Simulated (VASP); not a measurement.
# SnO2 (P-1) in VASP: a series of runs

The runs below take SnO2 through single point, with PBE+D3(BJ).

Everything below comes from runs of VASP 6.6.1. Logs are shortened: lines on timing, memory, paths and dates and some standing lists are left out, and cuts for length are marked.

### 1 The cell of the first run

The typed cell holds 6 atoms: a = 3.237 Å, b = 4.681 Å, c = 5.607 Å, α = 113.53°, β = 90.00°, γ = 90.00°.

### 2 Single point, PBE+D3(BJ) (mode 4 frozen in at -0.176 Å and mode 5 at -0.054 Å (largest displacements))

Contents of INCAR:

```
PREC     = Accurate       # precision mode
ENCUT    = 520            # plane-wave cutoff, eV
EDIFF    = 1E-6           # SCF threshold, eV
ISMEAR   = 0              # smearing method
SIGMA    = 0.05           # smearing width, eV
LREAL    = False          # projectors in reciprocal space
LASPH    = True           # aspherical terms in the spheres
NELM     = 80             # most SCF steps
ALGO     = Normal         # electronic algorithm
ISIF     = 2              # what is computed and relaxed
LWAVE    = False          # write WAVECAR
LCHARG   = False          # write CHGCAR
GGA      = PE             # functional
IVDW     = 12             # dispersion correction
NBANDS   = 35             # bands
```

Contents of KPOINTS:

```
Automatic mesh
0
Gamma
  8 6 6
```

Contents of POSCAR:

```
SnO2
1.0
    1.6186264610     -2.8035432689      0.0000000000
    1.6186264610      0.9345144230      4.2918257460
   -4.8558793830     -2.8035432689      0.0000000000
Sn O
2 4
Direct
    0.5168043713      0.4590178198     -0.0125429783
   -0.0168043713      0.5409821802      0.5125429783
    0.4920300375      0.7460447061      0.7646400351
    1.0079699625      0.7155554097      0.2225600035
    0.4920300375      0.2844445903      0.2774399965
    1.0079699625      0.2539552939      0.7353599649
```

Potentials or basis: VASP PAW PBE potentials, release 64 (Sn_d, O).

Started as:

```console
$ cat potpaw_PBE.64/Sn_d/POTCAR potpaw_PBE.64/O/POTCAR > POTCAR
$ mpirun -np 1 vasp_std > vasp.out
```

OUTCAR:

```text
PREC = Accurate
   ENCUT = 520
   EDIFF = 1E-6
   ISMEAR = 0
   LREAL = False
   LASPH = True
   NELM = 80
   ISIF = 2
   GGA = PE
   IVDW = 12
 IVDW          = 12

 ion  position               nearest neighbor table
   1  0.517  0.459  0.987-   6 2.09   5 2.09   4 2.11   6 2.13   4 2.15   3 2.17   2 3.19   2 3.21
                             2 3.30   2 3.32
   2  0.983  0.541  0.513-   3 2.09   4 2.09   5 2.11   3 2.13   5 2.15   6 2.17   1 3.19   1 3.21
                             1 3.30   1 3.32
   3  0.492  0.746  0.765-   2 2.09   2 2.13   1 2.17
   4  0.008  0.716  0.223-   2 2.09   1 2.11   1 2.15
   5  0.492  0.284  0.277-   1 2.09   2 2.11   2 2.15
   6  0.008  0.254  0.735-   1 2.09   1 2.13   2 2.17

  LATTYP: Found a simple monoclinic cell.
 ALAT       =     4.6811363002
 B/A-ratio  =     0.6915528014
 C/A-ratio  =     1.1978045881
 COS(beta)  =    -0.3992681960

  Lattice vectors:

 A1 = (   1.6186264610,   0.9345144230,   4.2918257460)
 A2 = (  -1.6186264610,   2.8035432689,   0.0000000000)
 A3 = (  -4.8558793830,  -2.8035432689,   0.0000000000)

Analysis of symmetry for initial positions (statically):
=====================================================================
 Subroutine PRICEL returns:
 Original cell was already a primitive cell.

 Routine SETGRP: Setting up the symmetry group for a
 simple monoclinic supercell.

 Subroutine GETGRP returns: Found  2 space group operations
 (whereof  1 operations were pure point group operations)
 out of a pool of  4 trial point group operations.

The static configuration has the point symmetry C_1 .
 The point group associated with its full space group is S_2 .

Analysis of symmetry for dynamics (positions and initial velocities):
=====================================================================
 Subroutine PRICEL returns:
 Original cell was already a primitive cell.

 Routine SETGRP: Setting up the symmetry group for a
 simple monoclinic supercell.

 Subroutine GETGRP returns: Found  2 space group operations
 (whereof  1 operations were pure point group operations)
 out of a pool of  4 trial point group operations.

The dynamic configuration has the point symmetry C_1 .
 The point group associated with its full space group is S_2 .

 Subroutine INISYM returns: Found  2 space group operations
 (whereof  1 operations are pure point group operations),
 and found     1 'primitive' translations

----------------------------------------------------------------------------------------

                                     Primitive cell

  volume of cell :      77.9033

  direct lattice vectors                    reciprocal lattice vectors
     1.618626461 -2.803543269  0.000000000     0.154451942 -0.267518611  0.000000000
     1.618626461  0.934514423  4.291825746     0.000000000  0.000000000  0.233001072
    -4.855879383 -2.803543269  0.000000000    -0.154451942 -0.089172870  0.077667024

  length of vectors
     3.237252922  4.681136300  5.607086538     0.308903884  0.233001072  0.194523443

  position of ions in fractional coordinates (direct lattice)
     0.516804371  0.459017820  0.987457022
     0.983195629  0.540982180  0.512542978
     0.492030038  0.746044706  0.764640035
     0.007969962  0.715555410  0.222560003
     0.492030038  0.284444590  0.277439997
     0.007969962  0.253955294  0.735359965

  ion indices of the primitive-cell ions
   primitive index   ion index
                 1           1
                 2           2
                 3           3
                 4           4
                 5           5
                 6           6

----------------------------------------------------------------------------------------

 KPOINTS: Automatic mesh

Automatic generation of k-mesh.
 Grid dimensions read from file:
 generate k-points for:    8    6    6

 Generating k-lattice:

  Cartesian coordinates                     Fractional coordinates (reciprocal lattice)
     0.019306493 -0.033439826  0.000000000     0.125000000  0.000000000 -0.000000000
     0.000000000  0.000000000  0.038833512     0.000000000  0.166666667  0.000000000
    -0.025741990 -0.014862145  0.012944504     0.000000000 -0.000000000  0.166666667

  Length of vectors
     0.038612985  0.038833512  0.032420574

  Shift w.r.t. Gamma in fractional coordinates (k-lattice)
     0.000000000  0.000000000  0.000000000

 Subroutine IBZKPT returns following result:
 ===========================================

 Found    148 irreducible k-points:

 Following reciprocal coordinates:
            Coordinates               Weight
  0.000000  0.000000  0.000000      1.000000
  0.125000 -0.000000  0.000000      2.000000
  0.250000 -0.000000  0.000000      2.000000
  0.375000 -0.000000  0.000000      2.000000
  0.500000 -0.000000  0.000000      1.000000
  0.000000  0.166667  0.000000      2.000000
[... 16 lines left out ...]
  0.125000  0.500000  0.000000      2.000000
  0.250000  0.500000  0.000000      2.000000
 [... further k-points ...]
   k-points           NKPTS =    148   k-points in BZ     NKDIM =    148   number of bands    NBANDS=     35
   number of dos      NEDOS =    301   number of ions     NIONS =      6
   total plane-waves  NPLWV =  36288
   dimension x,y,z NGX =    24 NGY =   36 NGZ =   42
   dimension x,y,z NGXF=    48 NGYF=   72 NGZF=   84
   ions per type =               2   4
   NGX,Y,Z   is equivalent  to a cutoff of  12.32, 12.79, 12.45 a.u.
   NGXF,Y,Z  is equivalent  to a cutoff of  24.65, 25.57, 24.91 a.u.
 SYSTEM =  unknown system
   PREC   = accura    normal or accurate (medium, high low for compatibility)
   ISTART =      0    job   : 0-new  1-cont  2-samecut
   ICHARG =      2    charge: 1-file 2-atom 10-const
   ISPIN  =      1    spin polarized calculation?
   LNONCOLLINEAR =      F non collinear calculations
   LSORBIT =      F    spin-orbit coupling
   LASPH  =      T    aspherical Exc in radial PAW
   ENCUT  =  520.0 eV  38.22 Ry    6.18 a.u.   6.02  8.70 10.43*2*pi/ulx,y,z
   NELM   =     80;   NELMIN=  2; NELMDL= -5     # of ELM steps
   EDIFF  = 0.1E-05   stopping-criterion for ELM
   LREAL  =      F    real-space projection
   EDIFFG = 0.1E-04   stopping-criterion for IOM
   NSW    =      0    number of steps for IOM
   IBRION =     -1    ionic relax: 0-MD 1-quasi-New 2-CG
   NFREE  =      0    steps in history (QN), initial steepest desc. (CG)
   ISIF   =      2    stress and relaxation
   ISYM   =      2    0-nonsym 1-usesym 2-fastsym
   POTIM  = 0.5000    time-step for ionic-motion
   TEBEG  =    0.0;   TEEND  =   0.0 temperature during run
   PSTRESS=    0.0 pullay stress
   NELECT =      52.0000    total number of electrons
   NUPDOWN=      -1.0000    fix difference up-down
   EMIN   =  10.00;   EMAX   =-10.00  energy-range for DOS
   EFERMI =   0.00;   METHOD = LEGACY
   ISMEAR =     0;   SIGMA  =   0.05  broadening in eV -4-tet -1-fermi 0-gaus
   EFERMI_NEDOS =   21; number of points for ismear=-14 and -15
   IALGO  =     38    algorithm
   IMIX   =      4    mixing-type and parameters
     AMIX     =   0.40;   BMIX     =  1.00
     AMIX_MAG =   1.60;   BMIX_MAG =  1.00
  volume/ion in A,a.u.               =      12.98        87.62
  Fermi-wavevector in a.u.,A,eV,Ry     =   1.430729  2.703685 27.850916  2.046985
  Thomas-Fermi vector in A             =   2.550542
   LORBIT       =      0    0 simple, 1 ext, 2 COOP (PROOUT), +10 PAW based schemes
   GGA     = PE    functional components
   LHFCALC =     F    Hartree Fock is set to
   AEXX    =    0.0000 exact exchange contribution
   IVDW    =    12    specifies the selected vdW correction
   LEPSILON=     F    determine dielectric tensor
   LRPA    =     F    only Hartree local field effects (RPA)
 non-spin polarized calculation
 Gauss-broadening in eV      SIGMA  =   0.05
  energy-cutoff  :      520.00
  volume of cell :       77.90
 maximum number of plane-waves:      2118
   NGX = 13   NGY = 17   NGZ = 21

 number of electron      52.0000008 magnetization

 Free energy of the ion-electron system (eV)
  ---------------------------------------------------
  ext. energy  EPLUGINS =         0.00000000
  ---------------------------------------------------
  free energy    TOTEN  =       -36.22520466 eV

  energy without entropy =      -36.22520466  energy(sigma->0) =      -36.22520466

 E-fermi :   5.2545     XC(G=0): -10.7485

 val. band max:        4.9710502667   @ k =  -0.0000   0.0000   0.5000
 cond. band min:       6.2777726294   @ k =   0.0000   0.0000   0.0000
 fundamental gap:      1.3067223628
 Fermi energy:         5.2544600674

 k-point     1 :       0.0000    0.0000    0.0000
  band No.  band energies     occupation
      1     -15.8954      2.00000
      2     -15.3795      2.00000
      3     -15.1661      2.00000
      4     -15.1511      2.00000
      5     -15.1140      2.00000
      6     -15.0749      2.00000
[... 27 lines left out ...]
     34      16.6286      0.00000
     35      17.4352      0.00000

 k-point     2 :       0.1250   -0.0000    0.0000
  band No.  band energies     occupation
      1     -15.8360      2.00000
      2     -15.3361      2.00000
      3     -15.2562      2.00000
      4     -15.1860      2.00000
      5     -15.1365      2.00000
      6     -15.0937      2.00000
[... 27 lines left out ...]
     34      16.4305      0.00000
     35      16.8103      0.00000

 k-point     3 :       0.2500   -0.0000    0.0000
  band No.  band energies     occupation
      1     -15.6829      2.00000
      2     -15.4717      2.00000
      3     -15.4352      2.00000
      4     -15.2609      2.00000
      5     -15.0858      2.00000
      6     -15.0444      2.00000
[... 27 lines left out ...]
     34      16.0197      0.00000
     35      16.7615      0.00000

 k-point     4 :       0.3750   -0.0000    0.0000
  band No.  band energies     occupation
      1     -15.6654      2.00000
      2     -15.6417      2.00000
      3     -15.4948      2.00000
      4     -15.2588      2.00000
      5     -15.0606      2.00000
      6     -15.0487      2.00000
[... 27 lines left out ...]
     34      16.6117      0.00000
     35      16.9529      0.00000

 k-point     5 :       0.5000   -0.0000    0.0000
  band No.  band energies     occupation
      1     -15.7394      2.00000
      2     -15.7171      2.00000
      3     -15.3653      2.00000
      4     -15.3183      2.00000
      5     -15.0460      2.00000
      6     -15.0435      2.00000
[... 638 lines left out ...]
 k-point    22 :       0.0000    0.5000    0.0000
  band No.  band energies     occupation
      1     -15.8995      2.00000
      2     -15.3907      2.00000
      3     -15.1640      2.00000
      4     -15.1492      2.00000
      5     -15.1174      2.00000
      6     -15.0791      2.00000
[... 27 lines left out ...]
     34      17.3803      0.00000
     35      17.6122      0.00000

 k-point    23 :       0.1250    0.5000    0.0000
  band No.  band energies     occupation
      1     -15.8388      2.00000
      2     -15.3472      2.00000
      3     -15.2577      2.00000
      4     -15.1882      2.00000
      5     -15.1351      2.00000
      6     -15.0962      2.00000
[... 27 lines left out ...]
     34      16.6532      0.00000
     35      18.1520      0.00000

 k-point    24 :       0.2500    0.5000    0.0000
  band No.  band energies     occupation
      1     -15.6830      2.00000
      2     -15.4795      2.00000
      3     -15.4321      2.00000
      4     -15.2742      2.00000
      5     -15.0837      2.00000
      6     -15.0431      2.00000
[... 27 lines left out ...]
     34      16.5225      0.00000
     35      17.4337      0.00000

 [... further k-points ...]

------------------------ aborting loop because EDIFF is reached ----------------------------------------

 Edisp (eV)   -1.20611

 E8    (eV) :    -0.4794

  FORCE on cell =-STRESS in cart. coord.  units (eV):
  Direction    XX          YY          ZZ          XY          YZ          ZX
  --------------------------------------------------------------------------------------
  -------------------------------------------------------------------------------------
  Total      -0.03298    -0.07958    -0.76845    -0.09528    -0.10309    -0.12426
  in kB      -0.67819    -1.63664   -15.80406    -1.95960    -2.12017    -2.55548
  external pressure =       -6.04 kB  Pullay stress =        0.00 kB

 VOLUME and BASIS-vectors are now :
 -----------------------------------------------------------------------------
  energy-cutoff  :      520.00
  volume of cell :       77.90
      direct lattice vectors                 reciprocal lattice vectors
     1.618626461 -2.803543269  0.000000000     0.154451942 -0.267518611  0.000000000
     1.618626461  0.934514423  4.291825746     0.000000000  0.000000000  0.233001072
    -4.855879383 -2.803543269  0.000000000    -0.154451942 -0.089172870  0.077667024

 POSITION                                       TOTAL-FORCE (eV/Angst)
 -----------------------------------------------------------------------------------
     -3.21548     -3.78830      1.97002        -0.352162      0.502761      0.361544
     -0.02177     -3.68781      2.32180         0.352162     -0.502761     -0.361544
     -1.70902     -2.82594      3.20189         0.052988      0.014431      0.000840
      0.09039      0.02240      3.07104        -0.054422      0.037090      0.001401
     -0.09039     -1.89142      1.22079         0.054422     -0.037090     -0.001401
     -3.14686     -1.84663      1.08993        -0.052988     -0.014431     -0.000840
 -----------------------------------------------------------------------------------
    total drift:                                0.000000      0.000000      0.000000

  FREE ENERGIE OF THE ION-ELECTRON SYSTEM (eV)
  ---------------------------------------------------
  free  energy   TOTEN  =       -37.4313131272 eV

  energy  without entropy=      -37.4313131272  energy(sigma->0) =      -37.43131313
```

Wall time 2.9 min (1 thread of AMD EPYC 9R45 (Zen 5), shared host); peak memory 0.39 GiB.

What came out:

```
Free energy                : -37.4313 eV
Pressure                   : -0.6 GPa
Largest force              : 0.712 eV/Å
Band gap on the k mesh     : 1.31 eV, indirect (least direct gap 1.34 eV)
Dispersion energy per atom : -0.201 eV
```

Forces in eV/Å, atoms in the order of the input:
```
Sn  -0.352  0.503  0.362
Sn   0.352 -0.503 -0.362
O    0.053  0.014  0.001
O   -0.054  0.037  0.001
O    0.054 -0.037 -0.001
O   -0.053 -0.014 -0.001
```

Caveat: the cell differs from its parent crystal (mode 4 frozen in at -0.176 Å and mode 5 at -0.054 Å (largest displacements)); spin-orbit coupling is left out, which moves the levels of the heavy elements.

### 3 Single point, PBE+D3(BJ) (mode 4 frozen in at -0.352 Å and mode 5 at -0.054 Å (largest displacements))

Contents of INCAR:

```
  PREC = Accurate
  ENCUT = 520
  EDIFF = 1E-6
  ISMEAR = 0
  SIGMA = 0.05
  LREAL = False
  LASPH = True
  NELM = 80
  ALGO = Normal
  ISIF = 2
  LWAVE = False
  LCHARG = True
  GGA = PE
  IVDW = 12
  LELF = True
  LVHAR = True
  NBANDS = 35
```

Contents of KPOINTS:

```
regular mesh
0
Gamma
  8 6 6
```

Contents of POSCAR:

```
SnO2
1.0
    1.6186264610     -2.8035432689      0.0000000000
    1.6186264610      0.9345144230      4.2918257460
   -4.8558793830     -2.8035432689      0.0000000000
Sn O
2 4
Direct
    0.5168043713      0.4180356397     -0.0250859565
   -0.0168043713      0.5819643603      0.5250859565
    0.4920300375      0.7612893544      0.7856800509
    1.0079699625      0.7003107614      0.2015199877
    0.4920300375      0.2996892386      0.2984800123
    1.0079699625      0.2387106456      0.7143199491
```

Potentials or basis: VASP PAW PBE potentials, release 64 (Sn_d, O).

Started as:

```console
$ cat potpaw_PBE.64/Sn_d/POTCAR potpaw_PBE.64/O/POTCAR > POTCAR
$ mpirun -np 1 vasp_std > vasp.out
```

Wall time 8.9 min (1 thread of Oxide Virtual Turin-like, shared host); peak memory 0.38 GiB.

Results (log left out):

```yaml
Free_energy: -37.2099 eV
Pressure: -4.2 GPa
Largest_force: 1.007 eV/Å
Band_gap_on_the_k_mesh: 0.80 eV, indirect (least direct gap 0.92 eV)
Dispersion_energy_per_atom: -0.201 eV
```

Forces on the atoms (eV/Å):
```
Sn  -0.612  0.297  0.742
Sn   0.612 -0.297 -0.742
O    0.286  0.154 -0.036
O   -0.147  0.026 -0.255
O    0.147 -0.026  0.255
O   -0.286 -0.154  0.036
```

Stress tensor (GPa, compression positive):
```
-3.10 -0.74 -0.35
-0.74 -2.67 -0.18
-0.35 -0.18 -6.72
```

Levels at points of the mesh, in eV from the valence-band top:
```csv
k point,band 24,band 25,band 26,band 27,band 28,band 29
"(0.00, 0.00, 0.00)",-0.75,-0.69,-0.12,0.80,3.68,5.55
"(0.50, 0.00, 0.00)",-1.14,-0.37,-0.32,4.46,4.58,7.73
"(0.00, 0.50, 0.00)",-1.18,-1.01,-0.79,3.04,4.10,5.91
"(0.50, 0.50, 0.00)",-1.16,-0.39,-0.33,4.86,4.92,7.53
"(0.00, 0.00, 0.50)",-0.76,-0.65,0.00,3.03,3.53,6.42
"(0.50, 0.00, 0.50)",-1.26,-1.04,-0.95,4.32,4.33,7.30
"(0.00, 0.50, 0.50)",-0.76,-0.65,-0.63,3.55,4.11,6.69
"(0.50, 0.50, 0.50)",-0.75,-0.35,-0.32,4.06,4.16,5.98
```

Caveat: the cell differs from its parent crystal (mode 4 frozen in at -0.352 Å and mode 5 at -0.054 Å (largest displacements)); spin-orbit coupling is left out, which moves the levels of the heavy elements; forces of over 1 eV/Å act on the atoms, so gaps and moduli don't describe the material at rest.
